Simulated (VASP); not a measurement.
# CuO (Tenorite) (C2/c) in VASP: notebook

CuO (Tenorite) is run at these levels: PBEsol+D3(BJ), PBE; tasks: single point.

Program: VASP 6.6.1. These are calculated values, not measurements. Logs are shortened: lines on timing, memory, paths and dates and some standing lists are left out, and cuts for length are marked.

### Step 1. The cell of the first run

It takes space group C2/c (No. 15, monoclinic). The conventional cell has a = 4.684 Å, b = 3.423 Å, c = 5.129 Å, α = 90.00°, β = 99.54°, γ = 90.00°. Cu (site symmetry -1) has 4 O at 1.95 to 1.96 Å within 2.6 Å. O (site symmetry 2) has 4 Cu at 1.95 to 1.96 Å within 2.6 Å.

### Step 2. Single point, PBEsol+D3(BJ)

INCAR reads:

```
PREC = Accurate ; ENCUT = 520
EDIFF = 1E-7 ; ISMEAR = -1
SIGMA = 0.05 ; LREAL = False
LASPH = True ; NELM = 80
ALGO = Normal ; ISIF = 2
LWAVE = False ; LCHARG = True
GGA = PS ; IVDW = 12
LELF = True ; LVHAR = True
NBANDS = 25
```

KPOINTS reads:

```
regular mesh
0
Gamma
  10 10 5
```

POSCAR reads:

```
CuO
1.0
    2.3418500000     -1.7113000000      0.0000000000
    2.3418500000      1.7113000000      0.0000000000
   -0.8500274268      0.0000000000      5.0578693947
Cu O
2 2
Direct
    0.5000000000      0.0000000000      0.5000000000
    0.0000000000      0.5000000000      0.0000000000
    0.4184000000      0.5816000000      0.7500000000
    0.5816000000      0.4184000000      0.2500000000
```

Potentials or basis: VASP PAW PBE potentials, release 64 (Cu, O).

On the command line:

```
cat potpaw_PBE.64/Cu/POTCAR potpaw_PBE.64/O/POTCAR > POTCAR
mpirun -np 1 vasp_std > vasp.out
```

OUTCAR:

```text
PREC = Accurate
   ENCUT = 520
   EDIFF = 1E-7
   ISMEAR = -1
   LREAL = False
   LASPH = True
   NELM = 80
   ISIF = 2
   GGA = PS
   IVDW = 12
 IVDW          = 12

 ion  position               nearest neighbor table
   1  0.500  0.000  0.500-   3 1.95   4 1.95   4 1.96   3 1.96
   2  0.000  0.500  0.000-   4 1.95   3 1.95   4 1.96   3 1.96
   3  0.418  0.582  0.750-   2 1.95   1 1.95   2 1.96   1 1.96
   4  0.582  0.418  0.250-   1 1.95   2 1.95   2 1.96   1 1.96

  LATTYP: Found a base centered monoclinic cell.
 ALAT       =     4.6837000000
 B/A-ratio  =     0.7307470589
 C/A-ratio  =     1.0950317057
 COS(beta)  =    -0.1657361228

  Lattice vectors:

 A1 = (   2.3418500000,  -1.7113000000,   0.0000000000)
 A2 = (   2.3418500000,   1.7113000000,   0.0000000000)
 A3 = (  -0.8500274268,   0.0000000000,   5.0578693947)

Analysis of symmetry for initial positions (statically):
=====================================================================
 Subroutine PRICEL returns:
 Original cell was already a primitive cell.

 Routine SETGRP: Setting up the symmetry group for a
 base centered monoclinic supercell.

 Subroutine GETGRP returns: Found  4 space group operations
 (whereof  2 operations were pure point group operations)
 out of a pool of  4 trial point group operations.

The static configuration has the point symmetry S_2 .
 The point group associated with its full space group is C_2h.

Analysis of symmetry for dynamics (positions and initial velocities):
=====================================================================
 Subroutine PRICEL returns:
 Original cell was already a primitive cell.

 Routine SETGRP: Setting up the symmetry group for a
 base centered monoclinic supercell.

 Subroutine GETGRP returns: Found  4 space group operations
 (whereof  2 operations were pure point group operations)
 out of a pool of  4 trial point group operations.

The dynamic configuration has the point symmetry S_2 .
 The point group associated with its full space group is C_2h.

 Subroutine INISYM returns: Found  4 space group operations
 (whereof  2 operations are pure point group operations),
 and found     1 'primitive' translations

----------------------------------------------------------------------------------------

                                     Primitive cell

  volume of cell :      40.5399

  direct lattice vectors                    reciprocal lattice vectors
     2.341850000 -1.711300000  0.000000000     0.213506416 -0.292175539  0.035881968
     2.341850000  1.711300000  0.000000000     0.213506416  0.292175539  0.035881968
    -0.850027427  0.000000000  5.057869395     0.000000000  0.000000000  0.197711709

  length of vectors
     2.900484289  2.900484289  5.128800000     0.363646877  0.363646877  0.197711709

  position of ions in fractional coordinates (direct lattice)
     0.500000000  0.000000000  0.500000000
     0.000000000  0.500000000  0.000000000
     0.418400000  0.581600000  0.750000000
     0.581600000  0.418400000  0.250000000

  ion indices of the primitive-cell ions
   primitive index   ion index
                 1           1
                 2           2
                 3           3
                 4           4

----------------------------------------------------------------------------------------

 KPOINTS: regular mesh

Automatic generation of k-mesh.
 Grid dimensions read from file:
 generate k-points for:   10   10    5

 Generating k-lattice:

  Cartesian coordinates                     Fractional coordinates (reciprocal lattice)
     0.021350642 -0.029217554  0.003588197     0.100000000  0.000000000  0.000000000
     0.021350642  0.029217554  0.003588197     0.000000000  0.100000000  0.000000000
     0.000000000  0.000000000  0.039542342     0.000000000  0.000000000  0.200000000

  Length of vectors
     0.036364688  0.036364688  0.039542342

  Shift w.r.t. Gamma in fractional coordinates (k-lattice)
     0.000000000  0.000000000  0.000000000

 Subroutine IBZKPT returns following result:
 ===========================================

 Found    141 irreducible k-points:

 Following reciprocal coordinates:
            Coordinates               Weight
  0.000000  0.000000  0.000000      1.000000
  0.100000 -0.000000  0.000000      4.000000
  0.200000 -0.000000  0.000000      4.000000
  0.300000 -0.000000  0.000000      4.000000
  0.400000 -0.000000  0.000000      4.000000
  0.500000 -0.000000  0.000000      2.000000
[... 16 lines left out ...]
  0.300000  0.300000  0.000000      2.000000
  0.400000  0.300000  0.000000      4.000000
 [... further k-points ...]
   k-points           NKPTS =    141   k-points in BZ     NKDIM =    141   number of bands    NBANDS=     25
   number of dos      NEDOS =    301   number of ions     NIONS =      4
   total plane-waves  NPLWV =  23040
   dimension x,y,z NGX =    24 NGY =   24 NGZ =   40
   dimension x,y,z NGXF=    48 NGYF=   48 NGZF=   80
   ions per type =               2   2
   NGX,Y,Z   is equivalent  to a cutoff of  13.76, 13.76, 12.97 a.u.
   NGXF,Y,Z  is equivalent  to a cutoff of  27.51, 27.51, 25.93 a.u.
 SYSTEM =  unknown system
   PREC   = accura    normal or accurate (medium, high low for compatibility)
   ISTART =      0    job   : 0-new  1-cont  2-samecut
   ICHARG =      2    charge: 1-file 2-atom 10-const
   ISPIN  =      1    spin polarized calculation?
   LNONCOLLINEAR =      F non collinear calculations
   LSORBIT =      F    spin-orbit coupling
   LASPH  =      T    aspherical Exc in radial PAW
   ENCUT  =  520.0 eV  38.22 Ry    6.18 a.u.   5.39  5.39  9.54*2*pi/ulx,y,z
   NELM   =     80;   NELMIN=  2; NELMDL= -5     # of ELM steps
   EDIFF  = 0.1E-06   stopping-criterion for ELM
   LREAL  =      F    real-space projection
   EDIFFG = 0.1E-05   stopping-criterion for IOM
   NSW    =      0    number of steps for IOM
   IBRION =     -1    ionic relax: 0-MD 1-quasi-New 2-CG
   NFREE  =      0    steps in history (QN), initial steepest desc. (CG)
   ISIF   =      2    stress and relaxation
   ISYM   =      2    0-nonsym 1-usesym 2-fastsym
   POTIM  = 0.5000    time-step for ionic-motion
   TEBEG  =    0.0;   TEEND  =   0.0 temperature during run
   PSTRESS=    0.0 pullay stress
   NELECT =      34.0000    total number of electrons
   NUPDOWN=      -1.0000    fix difference up-down
   EMIN   =  10.00;   EMAX   =-10.00  energy-range for DOS
   EFERMI =   0.00;   METHOD = LEGACY
   ISMEAR =    -1;   SIGMA  =   0.05  broadening in eV -4-tet -1-fermi 0-gaus
   EFERMI_NEDOS =   21; number of points for ismear=-14 and -15
   IALGO  =     38    algorithm
   IMIX   =      4    mixing-type and parameters
     AMIX     =   0.40;   BMIX     =  1.00
     AMIX_MAG =   1.60;   BMIX_MAG =  1.00
  volume/ion in A,a.u.               =      10.13        68.39
  Fermi-wavevector in a.u.,A,eV,Ry     =   1.543856  2.917465 32.429379  2.383492
  Thomas-Fermi vector in A             =   2.649460
   LORBIT       =      0    0 simple, 1 ext, 2 COOP (PROOUT), +10 PAW based schemes
   GGA     = PS    functional components
   LHFCALC =     F    Hartree Fock is set to
   AEXX    =    0.0000 exact exchange contribution
   IVDW    =    12    specifies the selected vdW correction
   LEPSILON=     F    determine dielectric tensor
   LRPA    =     F    only Hartree local field effects (RPA)
 non-spin polarized calculation
  energy-cutoff  :      520.00
  volume of cell :       40.54
 maximum number of plane-waves:      1129
 NGX is ok and might be reduce to    24
   NGX = 11   NGY = 11   NGZ = 19

 number of electron      34.0000001 magnetization

 Free energy of the ion-electron system (eV)
  ---------------------------------------------------
  ext. energy  EPLUGINS =         0.00000000
  ---------------------------------------------------
  free energy    TOTEN  =       -21.35128213 eV

  energy without entropy =      -21.33197778  energy(sigma->0) =      -21.34162996

 E-fermi :   5.5477     XC(G=0): -12.1847

 val. band max:        5.5369316677   @ k =  -0.4000   0.2000   0.4000
 cond. band min:       5.5487160503   @ k =   0.5000  -0.0000   0.0000
 fundamental gap:      0.0117843826
 Fermi energy:         5.5477294105

 k-point     1 :       0.0000    0.0000    0.0000
  band No.  band energies     occupation
      1     -14.3182      2.00000
      2     -12.9592      2.00000
      3      -2.6710      2.00000
      4      -0.0369      2.00000
      5       0.3658      2.00000
      6       2.2257      2.00000
[... 17 lines left out ...]
     24      21.7825      0.00000
     25      22.1182      0.00000

 k-point     2 :       0.1000   -0.0000    0.0000
  band No.  band energies     occupation
      1     -14.2491      2.00000
      2     -12.9368      2.00000
      3      -2.5598      2.00000
      4      -0.0539      2.00000
      5       0.3360      2.00000
      6       1.4484      2.00000
[... 17 lines left out ...]
     24      21.3354      0.00000
     25      22.3484      0.00000

 k-point     3 :       0.2000   -0.0000    0.0000
  band No.  band energies     occupation
      1     -14.0615      2.00000
      2     -12.8779      2.00000
      3      -2.2617      2.00000
      4      -0.1179      2.00000
      5       0.1861      2.00000
      6       0.4345      2.00000
[... 17 lines left out ...]
     24      20.4638      0.00000
     25      21.8880      0.00000

 k-point     4 :       0.3000   -0.0000    0.0000
  band No.  band energies     occupation
      1     -13.8139      2.00000
      2     -12.8039      2.00000
      3      -1.8840      2.00000
      4      -0.7567      2.00000
      5      -0.1958      2.00000
      6       0.3359      2.00000
[... 17 lines left out ...]
     24      19.3572      0.00000
     25      21.4785      0.00000
[... 477 lines left out ...]
 k-point    22 :      -0.2000    0.2000    0.0000
  band No.  band energies     occupation
      1     -13.7568      2.00000
      2     -12.7770      2.00000
      3      -1.7847      2.00000
      4      -0.2704      2.00000
      5      -0.2207      2.00000
      6       0.1067      2.00000
[... 17 lines left out ...]
     24      19.2587      0.00000
     25      19.4153      0.00000

 k-point    23 :       0.3000    0.3000    0.0000
  band No.  band energies     occupation
      1     -13.5068      2.00000
      2     -12.7530      2.00000
      3      -1.3163      2.00000
      4      -0.8230      2.00000
      5       0.1896      2.00000
      6       0.2236      2.00000
[... 17 lines left out ...]
     24      19.9974      0.00000
     25      20.3358      0.00000

 k-point    24 :       0.4000    0.3000    0.0000
  band No.  band energies     occupation
      1     -13.3140      2.00000
      2     -12.7044      2.00000
      3      -1.3212      2.00000
      4      -1.0233      2.00000
      5      -0.0130      2.00000
      6       0.1770      2.00000
[... 17 lines left out ...]
     24      18.8012      0.00000
     25      19.8358      0.00000

 [... further k-points ...]

------------------------ aborting loop because EDIFF is reached ----------------------------------------

 Edisp (eV)   -0.93992

 E8    (eV) :    -0.5714

  FORCE on cell =-STRESS in cart. coord.  units (eV):
  Direction    XX          YY          ZZ          XY          YZ          ZX
  --------------------------------------------------------------------------------------
  -------------------------------------------------------------------------------------
  Total      -1.59281    -0.94922    -1.93027     0.00000     0.00000    -0.14549
  in kB     -62.94938   -37.51403   -76.28618     0.00000     0.00000    -5.75010
  external pressure =      -58.92 kB  Pullay stress =        0.00 kB

 VOLUME and BASIS-vectors are now :
 -----------------------------------------------------------------------------
  energy-cutoff  :      520.00
  volume of cell :       40.54
      direct lattice vectors                 reciprocal lattice vectors
     2.341850000 -1.711300000  0.000000000     0.213506416 -0.292175539  0.035881968
     2.341850000  1.711300000  0.000000000     0.213506416  0.292175539  0.035881968
    -0.850027427  0.000000000  5.057869395     0.000000000  0.000000000  0.197711709

 POSITION                                       TOTAL-FORCE (eV/Angst)
 -----------------------------------------------------------------------------------
      0.74591     -0.85565      2.52893         0.000000      0.000000      0.000000
      1.17092      0.85565      0.00000         0.000000     -0.000000      0.000000
      1.70433      0.27928      3.79340        -0.000000     -0.321218      0.000000
      2.12934     -0.27928      1.26447         0.000000      0.321218      0.000000
 -----------------------------------------------------------------------------------
    total drift:                                0.000000     -0.000000     -0.000000

  FREE ENERGIE OF THE ION-ELECTRON SYSTEM (eV)
  ---------------------------------------------------
  free  energy   TOTEN  =       -22.2912030407 eV

  energy  without entropy=      -22.2718986883  energy(sigma->0) =      -22.28155086
```

Wall time 60 s (1 thread of Intel Xeon 6975P-C (Granite Rapids), shared host); peak memory 0.25 GiB.

What came out:

| Property | Result |
| --- | --- |
| Free energy | -22.2912 eV |
| Pressure | -5.9 GPa |
| Largest force | 0.321 eV/Å |
| Band gap on the k mesh | zero (band 17 reaches 5.83 eV, above the bottom of band 18 at 5.22 eV) |
| Dispersion energy per atom | -0.235 eV |

Forces on the atoms (eV/Å):
```
Cu   0.000  0.000  0.000
Cu   0.000  0.000  0.000
O    0.000 -0.321  0.000
O    0.000  0.321  0.000
```

Stress tensor (GPa, compression positive):
```
-6.29  0.00 -0.58
 0.00 -3.75  0.00
-0.58  0.00 -7.63
```

Caveat: three body term missing; the PAW data sets were made with another functional, which shifts forces and pressure a little; semilocal functionals often make such compounds metallic where correlation or magnetic order opens a gap, which also shifts bond lengths; pairwise dispersion overbinds metals, which lowers pressure and volume.

### Step 3. Single point, PBE

INCAR reads:

```
SYSTEM = CuO
ALGO = Normal
EDIFF = 1E-7
ENCUT = 520
GGA = PE
ISIF = 2
ISMEAR = -1
LASPH = .TRUE.
LCHARG = .FALSE.
LREAL = .FALSE.
LWAVE = .FALSE.
NBANDS = 25
NELM = 100
PREC = Accurate
SIGMA = 0.05
```

KPOINTS reads:

```
k-points
0
G
  10 10 5
  0 0 0
```

POSCAR is that of step 2.

Potentials or basis: VASP PAW PBE potentials, release 64 (Cu, O).

On the command line:

```
cat potpaw_PBE.64/Cu/POTCAR potpaw_PBE.64/O/POTCAR > POTCAR
mpirun -np 1 vasp_std > vasp.out
```

OUTCAR:

```text
SYSTEM = CuO
   EDIFF = 1E-7
   ENCUT = 520
   GGA = PE
   ISIF = 2
   ISMEAR = -1
   LASPH = .TRUE.
   LREAL = .FALSE.
   NELM = 100
   PREC = Accurate

 ion  position               nearest neighbor table
   1  0.500  0.000  0.500-   3 1.95   4 1.95   4 1.96   3 1.96
   2  0.000  0.500  0.000-   4 1.95   3 1.95   4 1.96   3 1.96
   3  0.418  0.582  0.750-   2 1.95   1 1.95   2 1.96   1 1.96
   4  0.582  0.418  0.250-   1 1.95   2 1.95   2 1.96   1 1.96

  LATTYP: Found a base centered monoclinic cell.
 ALAT       =     4.6837000000
 B/A-ratio  =     0.7307470589
 C/A-ratio  =     1.0950317057
 COS(beta)  =    -0.1657361228

  Lattice vectors:

 A1 = (   2.3418500000,  -1.7113000000,   0.0000000000)
 A2 = (   2.3418500000,   1.7113000000,   0.0000000000)
 A3 = (  -0.8500274268,   0.0000000000,   5.0578693947)

Analysis of symmetry for initial positions (statically):
=====================================================================
 Subroutine PRICEL returns:
 Original cell was already a primitive cell.

 Routine SETGRP: Setting up the symmetry group for a
 base centered monoclinic supercell.

 Subroutine GETGRP returns: Found  4 space group operations
[... 173 lines left out ...]
 val. band max:        5.7049695263   @ k =  -0.4000   0.2000   0.4000
 cond. band min:       5.7233976123   @ k =   0.5000   0.2000   0.4000
 fundamental gap:      0.0184280860
 Fermi energy:         5.7190838423

 k-point     1 :       0.0000    0.0000    0.0000
  band No.  band energies     occupation
      1     -14.2137      2.00000
      2     -12.8873      2.00000
      3      -2.4332      2.00000
      4       0.1586      2.00000
      5       0.5548      2.00000
      6       2.4026      2.00000
[... 661 lines left out ...]
     24      19.0988      0.00000
     25      20.1584      0.00000

 [... further k-points ...]

------------------------ aborting loop because EDIFF is reached ----------------------------------------

  FORCE on cell =-STRESS in cart. coord.  units (eV):
  Direction    XX          YY          ZZ          XY          YZ          ZX
  --------------------------------------------------------------------------------------
  -------------------------------------------------------------------------------------
  Total        1.5853375      1.8287848      1.4322754      0.0000000      0.0000000     -0.3074821
  in kB       62.6540997     72.2753751     56.6049344      0.0000000      0.0000000    -12.1519964
  external PRESSURE =      63.8448031 kB  Pullay stress =       0.0000000 kB

 VOLUME and BASIS-vectors are now :
 -----------------------------------------------------------------------------
  energy-cutoff  :      520.00
  volume of cell :       40.54
      direct lattice vectors                 reciprocal lattice vectors
     2.341850000 -1.711300000  0.000000000     0.213506416 -0.292175539  0.035881968
     2.341850000  1.711300000  0.000000000     0.213506416  0.292175539  0.035881968
    -0.850027427  0.000000000  5.057869395     0.000000000  0.000000000  0.197711709

 POSITION                                       TOTAL-FORCE (eV/Angst)
 -----------------------------------------------------------------------------------
      0.74591     -0.85565      2.52893        -0.000000      0.000000      0.000000
      1.17092      0.85565      0.00000        -0.000000     -0.000000      0.000000
      1.70433      0.27928      3.79340         0.000000     -0.219051      0.000000
      2.12934     -0.27928      1.26447        -0.000000      0.219051     -0.000000
 -----------------------------------------------------------------------------------
    total drift:                                0.000000      0.000000     -0.000000

  FREE ENERGIE OF THE ION-ELECTRON SYSTEM (eV)
  ---------------------------------------------------
  free  energy   TOTEN  =       -19.5313248268 eV

  energy  without entropy=      -19.5120196276  energy(sigma->0) =      -19.52167223
```

Wall time 1.9 min (1 thread of Intel Xeon Platinum 8259CL at 2.50GHz (Skylake/Cascade Lake), shared host); peak memory 0.25 GiB.

Results:

* Free energy: -19.5313 eV
* Pressure: 6.4 GPa
* Largest force: 0.219 eV/Å
* Band gap on the k mesh: zero (band 17 reaches 5.99 eV, above the bottom of band 18 at 5.39 eV)

Forces on the atoms (eV/Å):
```
Cu   0.000  0.000  0.000
Cu   0.000  0.000  0.000
O    0.000 -0.219  0.000
O    0.000  0.219  0.000
```

Stress tensor (GPa, compression positive):
```
 6.27  0.00 -1.22
 0.00  7.23  0.00
-1.22  0.00  5.66
```

Levels at points of the mesh, in eV from the Fermi level:
| k point | band 15 | band 16 | band 17 | band 18 | band 19 | band 20 |
| --- | --- | --- | --- | --- | --- | --- |
| (0.00, 0.00, 0.00) | -2.17 | -1.67 | 0.21 | 0.94 | 1.73 | 6.05 |
| (0.50, 0.00, 0.00) | -1.51 | -1.42 | 0.01 | 0.26 | 4.88 | 6.33 |
| (0.50, 0.50, 0.00) | -1.67 | -1.23 | -0.66 | 1.07 | 3.36 | 7.12 |

Caveat: semilocal functionals often make such compounds metallic where correlation or magnetic order opens a gap, which also shifts bond lengths.
